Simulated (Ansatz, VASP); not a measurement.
Hf2SeS3: VASP beside Ansatz

```
Hf Se S
1.0
     4.46306    0.00000    0.00000
    -2.23153    3.86512    0.00000
     0.00000    0.00000    6.82130
Hf Se S
2 1 3
Direct
  0.66667 0.33333 0.69711
  0.33333 0.66667 0.30289
  0.00000 0.00000 0.00000
  0.00000 0.00000 0.50000
  0.66667 0.33333 0.31393
  0.33333 0.66667 0.68607
```

Change from the starting cell: species swapped into the Sr2H3I type (P-3m1, No. 164).

Alike in both runs: task relaxation of cell and atoms; functional PBE; k mesh 6 × 6 × 4; occupations gaussian, width 0.1 eV; no spin polarisation.

|  | VASP | Ansatz |
| --- | --- | --- |
| version | VASP 6.6.1 | Ansatz 0.2.0 |
| potentials or method | VASP PAW PBE potentials, release 64 (Hf_pv, Se, S), cutoff 600 eV | scalar-relativistic, plane waves, PAW |
| valence electrons in the cell | 44 | 86 |

VASP gave:

* gap on the k mesh at the Fermi level, each at its own relaxed structure (eV): none
* relaxed volume (Å³/atom): 19.53
* relaxed cell length with the largest relative difference (Å): 4.471

Problem. Which values does Ansatz return?

Solution. gap on the k mesh at the Fermi level, each at its own relaxed structure (eV): none; relaxed volume (Å³/atom): 19.60; relaxed cell length with the largest relative difference (Å): 4.480.

A gap of «none» marks a metal or a gap that the smearing closes. VASP's potentials hold 44 valence electrons a cell and Ansatz's 86, so a difference there can come from the potentials and not from the codes.

Neither program's run includes spin-orbit coupling.
